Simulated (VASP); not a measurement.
# CdTe (rocksalt type) (Fm-3m) in VASP: a series of runs, part 2 of 2

VASP 6.6.1. Earlier steps stand in the parts before.

### 3 Single point, LDA (20.87 Å³/atom)

Contents of INCAR:

```
SYSTEM = CdTe
PREC = Accurate
ENCUT = 520
EDIFF = 1E-6
ISMEAR = -1
SIGMA = 0.05
LREAL = .False.
LASPH = .True.
NELM = 100
ALGO = Normal
ISIF = 2
LWAVE = .False.
LCHARG = .True.
GGA = CA
LELF = .True.
LVHAR = .True.
NBANDS = 16
```

Contents of KPOINTS:

```
regular mesh
0
Gamma
  13 13 13
  0 0 0
```

Contents of POSCAR:

```
CdTe
1.0
    0.0000000000      2.7529996036      2.7529996036
    2.7529996036      0.0000000000      2.7529996036
    2.7529996036      2.7529996036      0.0000000000
Cd Te
1 1
Direct
    0.0000000000      0.0000000000      0.0000000000
    0.5000000000      0.5000000000      0.5000000000
```

Potentials or basis: VASP PAW LDA potentials, release 64 (Cd, Te).

On the command line:

```sh
$ cat potpaw_LDA.64/Cd/POTCAR potpaw_LDA.64/Te/POTCAR > POTCAR
$ mpirun -np 1 vasp_std > vasp.out
```

OUTCAR:

```text
SYSTEM = CdTe
   PREC = Accurate
   ENCUT = 520
   EDIFF = 1E-6
   ISMEAR = -1
   LREAL = .False.
   LASPH = .True.
   NELM = 100
   ISIF = 2
   GGA = CA

 ion  position               nearest neighbor table
   1  0.000  0.000  0.000-   2 2.75   2 2.75   2 2.75   2 2.75   2 2.75   2 2.75
   2  0.500  0.500  0.500-   1 2.75   1 2.75   1 2.75   1 2.75   1 2.75   1 2.75

  LATTYP: Found a face centered cubic cell.
 ALAT       =     5.5059992072

  Lattice vectors:

 A1 = (   0.0000000000,   2.7529996036,   2.7529996036)
 A2 = (   2.7529996036,   0.0000000000,   2.7529996036)
 A3 = (   2.7529996036,   2.7529996036,   0.0000000000)

Analysis of symmetry for initial positions (statically):
=====================================================================
 Subroutine PRICEL returns:
 Original cell was already a primitive cell.

 Routine SETGRP: Setting up the symmetry group for a
 face centered cubic supercell.

 Subroutine GETGRP returns: Found 48 space group operations
 (whereof 48 operations were pure point group operations)
 out of a pool of 48 trial point group operations.

The static configuration has the point symmetry O_h .

Analysis of symmetry for dynamics (positions and initial velocities):
=====================================================================
 Subroutine PRICEL returns:
 Original cell was already a primitive cell.

 Routine SETGRP: Setting up the symmetry group for a
 face centered cubic supercell.

 Subroutine GETGRP returns: Found 48 space group operations
 (whereof 48 operations were pure point group operations)
 out of a pool of 48 trial point group operations.

The dynamic configuration has the point symmetry O_h .

 Subroutine INISYM returns: Found 48 space group operations
 (whereof 48 operations are pure point group operations),
 and found     1 'primitive' translations

----------------------------------------------------------------------------------------

                                     Primitive cell

  volume of cell :      41.7300

  direct lattice vectors                    reciprocal lattice vectors
     0.000000000  2.752999604  2.752999604    -0.181620077  0.181620077  0.181620077
     2.752999604  0.000000000  2.752999604     0.181620077 -0.181620077  0.181620077
     2.752999604  2.752999604  0.000000000     0.181620077  0.181620077 -0.181620077

  length of vectors
     3.893329377  3.893329377  3.893329377     0.314575201  0.314575201  0.314575201

  position of ions in fractional coordinates (direct lattice)
     0.000000000  0.000000000  0.000000000
     0.500000000  0.500000000  0.500000000

  ion indices of the primitive-cell ions
   primitive index   ion index
                 1           1
                 2           2

----------------------------------------------------------------------------------------

 KPOINTS: regular mesh

Automatic generation of k-mesh.
 Grid dimensions read from file:
 generate k-points for:   13   13   13

 Generating k-lattice:

  Cartesian coordinates                     Fractional coordinates (reciprocal lattice)
    -0.013970775  0.013970775  0.013970775     0.076923077  0.000000000  0.000000000
     0.013970775 -0.013970775  0.013970775     0.000000000  0.076923077  0.000000000
     0.013970775  0.013970775 -0.013970775     0.000000000  0.000000000  0.076923077

  Length of vectors
     0.024198092  0.024198092  0.024198092

  Shift w.r.t. Gamma in fractional coordinates (k-lattice)
     0.000000000  0.000000000  0.000000000

 Subroutine IBZKPT returns following result:
 ===========================================

 Found     84 irreducible k-points:

 Following reciprocal coordinates:
            Coordinates               Weight
  0.000000  0.000000  0.000000      1.000000
  0.076923  0.000000  0.000000      8.000000
  0.153846  0.000000  0.000000      8.000000
  0.230769  0.000000  0.000000      8.000000
  0.307692  0.000000  0.000000      8.000000
  0.384615  0.000000  0.000000      8.000000
[... 16 lines left out ...]
  0.384615  0.153846  0.000000     24.000000
  0.461538  0.153846  0.000000     24.000000
 [... further k-points ...]
   k-points           NKPTS =     84   k-points in BZ     NKDIM =     84   number of bands    NBANDS=     16
   number of dos      NEDOS =    301   number of ions     NIONS =      2
   total plane-waves  NPLWV =  27000
   dimension x,y,z NGX =    30 NGY =   30 NGZ =   30
   dimension x,y,z NGXF=    60 NGYF=   60 NGZF=   60
   ions per type =               1   1
   NGX,Y,Z   is equivalent  to a cutoff of  12.81, 12.81, 12.81 a.u.
   NGXF,Y,Z  is equivalent  to a cutoff of  25.62, 25.62, 25.62 a.u.
 SYSTEM =  CdTe
   PREC   = accura    normal or accurate (medium, high low for compatibility)
   ISTART =      0    job   : 0-new  1-cont  2-samecut
   ICHARG =      2    charge: 1-file 2-atom 10-const
   ISPIN  =      1    spin polarized calculation?
   LNONCOLLINEAR =      F non collinear calculations
   LSORBIT =      F    spin-orbit coupling
   LASPH  =      T    aspherical Exc in radial PAW
   ENCUT  =  520.0 eV  38.22 Ry    6.18 a.u.   7.24  7.24  7.24*2*pi/ulx,y,z
   NELM   =    100;   NELMIN=  2; NELMDL= -5     # of ELM steps
   EDIFF  = 0.1E-05   stopping-criterion for ELM
   LREAL  =      F    real-space projection
   EDIFFG = 0.1E-04   stopping-criterion for IOM
   NSW    =      0    number of steps for IOM
   IBRION =     -1    ionic relax: 0-MD 1-quasi-New 2-CG
   NFREE  =      0    steps in history (QN), initial steepest desc. (CG)
   ISIF   =      2    stress and relaxation
   ISYM   =      2    0-nonsym 1-usesym 2-fastsym
   POTIM  = 0.5000    time-step for ionic-motion
   TEBEG  =    0.0;   TEEND  =   0.0 temperature during run
   PSTRESS=    0.0 pullay stress
   NELECT =      18.0000    total number of electrons
   NUPDOWN=      -1.0000    fix difference up-down
   EMIN   =  10.00;   EMAX   =-10.00  energy-range for DOS
   EFERMI =   0.00;   METHOD = LEGACY
   ISMEAR =    -1;   SIGMA  =   0.05  broadening in eV -4-tet -1-fermi 0-gaus
   EFERMI_NEDOS =   21; number of points for ismear=-14 and -15
   IALGO  =     38    algorithm
   IMIX   =      4    mixing-type and parameters
     AMIX     =   0.40;   BMIX     =  1.00
     AMIX_MAG =   1.60;   BMIX_MAG =  1.00
  volume/ion in A,a.u.               =      20.87       140.80
  Fermi-wavevector in a.u.,A,eV,Ry     =   1.236943  2.337482 20.817278  1.530027
  Thomas-Fermi vector in A             =   2.371530
   LORBIT       =      0    0 simple, 1 ext, 2 COOP (PROOUT), +10 PAW based schemes
   GGA     = CA    functional components
   LHFCALC =     F    Hartree Fock is set to
   AEXX    =    0.0000 exact exchange contribution
   IVDW    =     0    specifies the selected vdW correction
   LEPSILON=     F    determine dielectric tensor
   LRPA    =     F    only Hartree local field effects (RPA)
 non-spin polarized calculation
  energy-cutoff  :      520.00
  volume of cell :       41.73
 maximum number of plane-waves:      1139
 NGX is ok and might be reduce to    30
   NGX = 15   NGY = 15   NGZ = 15

 number of electron      18.0000007 magnetization

 Free energy of the ion-electron system (eV)
  ---------------------------------------------------
  ext. energy  EPLUGINS =         0.00000000
  ---------------------------------------------------
  free energy    TOTEN  =        -5.16175436 eV

  energy without entropy =       -5.15742703  energy(sigma->0) =       -5.15959069

 E-fermi :   7.5601     XC(G=0): -11.4778

 val. band max:        7.5545246847   @ k =  -0.2308   0.2308   0.0000
 cond. band min:       7.5992406139   @ k =  -0.2308   0.0769   0.0000
 fundamental gap:      0.0447159291
 Fermi energy:         7.5600980742

 k-point     1 :       0.0000    0.0000    0.0000
  band No.  band energies     occupation
      1      -6.5358      2.00000
      2      -1.8094      2.00000
      3      -1.8094      2.00000
      4      -1.7547      2.00000
      5      -1.7547      2.00000
      6      -1.7547      2.00000
[... 8 lines left out ...]
     15      15.9919      0.00000
     16      15.9919      0.00000

 k-point     2 :       0.0769    0.0000    0.0000
  band No.  band energies     occupation
      1      -6.4588      2.00000
      2      -1.8306      2.00000
      3      -1.8306      2.00000
      4      -1.7630      2.00000
      5      -1.7459      2.00000
      6      -1.7459      2.00000
[... 8 lines left out ...]
     15      15.6054      0.00000
     16      15.6054      0.00000
[... 387 lines left out ...]
      5      -1.5844      2.00000
      6      -1.5611      2.00000
[... 8 lines left out ...]
     15      18.8886      0.00000
     16      19.1071      0.00000

 k-point    24 :       0.4615    0.1538    0.0000
  band No.  band energies     occupation
      1      -4.7850      2.00000
      2      -2.0683      2.00000
      3      -2.0643      2.00000
      4      -1.9235      2.00000
      5      -1.5358      2.00000
      6      -1.5199      2.00000
[... 8 lines left out ...]
     15      19.8205      0.00000
     16      20.1183      0.00000

 [... further k-points ...]
[... 5 lines left out ...]
  --------------------------------------------------------------------------------------
  -------------------------------------------------------------------------------------
  Total        6.5180993      6.5180993      6.5180993      0.0000000      0.0000000     -0.0000000
  in kB      250.2552000    250.2552000    250.2552000      0.0000000      0.0000000     -0.0000000
  external PRESSURE =     250.2552000 kB  Pullay stress =       0.0000000 kB

 VOLUME and BASIS-vectors are now :
 -----------------------------------------------------------------------------
  energy-cutoff  :      520.00
  volume of cell :       41.73
      direct lattice vectors                 reciprocal lattice vectors
     0.000000000  2.752999604  2.752999604    -0.181620077  0.181620077  0.181620077
     2.752999604  0.000000000  2.752999604     0.181620077 -0.181620077  0.181620077
     2.752999604  2.752999604  0.000000000     0.181620077  0.181620077 -0.181620077

 POSITION                                       TOTAL-FORCE (eV/Angst)
 -----------------------------------------------------------------------------------
      0.00000      0.00000      0.00000         0.000000     -0.000000      0.000000
      2.75300      2.75300      2.75300        -0.000000      0.000000     -0.000000
 -----------------------------------------------------------------------------------
    total drift:                               -0.000000      0.000000      0.000000

  FREE ENERGIE OF THE ION-ELECTRON SYSTEM (eV)
  ---------------------------------------------------
  free  energy   TOTEN  =        -5.1617543607 eV

  energy  without entropy=       -5.1574270267  energy(sigma->0) =       -5.15959069
```

Run time: 75 s. Hardware: 1 thread of Intel Xeon 8259CL, shared host; peak memory 0.19 GiB.

Results:

| Item | Value |
| --- | --- |
| Free energy | -5.1618 eV |
| Pressure | 25.0 GPa |
| Band gap on the k mesh | zero (bands 9 and 10 overlap by 1.82 eV) |

Levels at points of the mesh, in eV from the Fermi level:
```
           k point  band 7  band 8  band 9  band 10  band 11  band 12
(0.00, 0.00, 0.00)   -0.85   -0.85   -0.85     2.10     7.20     7.20
```

Caveat: the cell stands under pressure; spin-orbit coupling is left out, which moves the levels of the heavy elements.

### 4 Single point, LDA (22.95 Å³/atom)

This run uses another cell than the first one, of 22.95 Å³/atom.

Contents of INCAR:

```
SYSTEM = CdTe
  PREC = Accurate
  ENCUT = 520
  EDIFF = 1E-7
  ISMEAR = -1
  SIGMA = 0.05
  LREAL = .False.
  LASPH = .True.
  NELM = 80
  ALGO = Normal
  ISIF = 2
  LWAVE = .False.
  LCHARG = .False.
  GGA = CA
  NBANDS = 16
```

KPOINTS is that of step 3.

Contents of POSCAR:

```
CdTe
1.0
    0.0000000000      2.8418667487      2.8418667487
    2.8418667487      0.0000000000      2.8418667487
    2.8418667487      2.8418667487      0.0000000000
Cd Te
1 1
Direct
    0.0000000000      0.0000000000      0.0000000000
    0.5000000000      0.5000000000      0.5000000000
```

On the command line:

```sh
$ cat potpaw_LDA.64/Cd/POTCAR potpaw_LDA.64/Te/POTCAR > POTCAR
$ mpirun -np 1 vasp_std > vasp.out
```

It took 83 s on 1 thread of Intel Xeon 8259CL, shared host; peak memory 0.2 GiB.

Results (log left out):

- Free energy: -5.6242 eV
- Pressure: 11.6 GPa
- Band gap on the k mesh: zero (bands 9 and 10 overlap by 1.68 eV)

Levels at points of the mesh, in eV from the Fermi level:
| k point | band 5 | band 6 | band 7 | band 8 | band 9 | band 10 | band 11 | band 12 | band 13 | band 14 |
| --- | --- | --- | --- | --- | --- | --- | --- | --- | --- | --- |
| (0.00, 0.00, 0.00) | -8.86 | -8.86 | -0.70 | -0.70 | -0.70 | 1.41 | 7.20 | 7.20 | 7.20 | 7.83 |

Caveat: the cell stands under pressure; spin-orbit coupling is left out, which moves the levels of the heavy elements.
